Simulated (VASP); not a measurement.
A run of VASP 6.6.1 is set up as follows.

INCAR

```
SYSTEM = CaO
  PREC = Accurate
  ENCUT = 520
  EDIFF = 1E-6
  ISMEAR = 0
  SIGMA = 0.01
  LREAL = .False.
  LASPH = .True.
  NELM = 100
  ALGO = Normal
  ISIF = 2
  LWAVE = .False.
  LCHARG = .True.
  GGA = PE
  LELF = .True.
  LVHAR = .True.
  NBANDS = 15
```

The input KPOINTS:

```
Automatic mesh
0
Gamma
  10 10 10
  0 0 0
```

POSCAR

```
CaO
1.0
    0.0000000000      2.3975473904      2.3975473904
    2.3975473904      0.0000000000      2.3975473904
    2.3975473904      2.3975473904      0.0000000000
Ca O
1 1
Direct
    0.0000000000      0.0000000000      0.0000000000
    0.5000000000      0.5000000000      0.5000000000
```

Potentials or basis: VASP PAW PBE potentials, release 64 (Ca_sv, O).

Launch:

```bash
$ cat potpaw_PBE.64/Ca_sv/POTCAR potpaw_PBE.64/O/POTCAR > POTCAR
$ mpirun -np 1 vasp_std > vasp.out
```

Question: What does it give for the band gap on the k mesh?

Answer: 3.63 eV, indirect (least direct gap 4.01 eV).

Question: Predict the pressure.

Answer: 3.1 GPa.

A k mesh can miss the band edges. A hybrid or GW would open this gap; PBE tends to underestimate it.
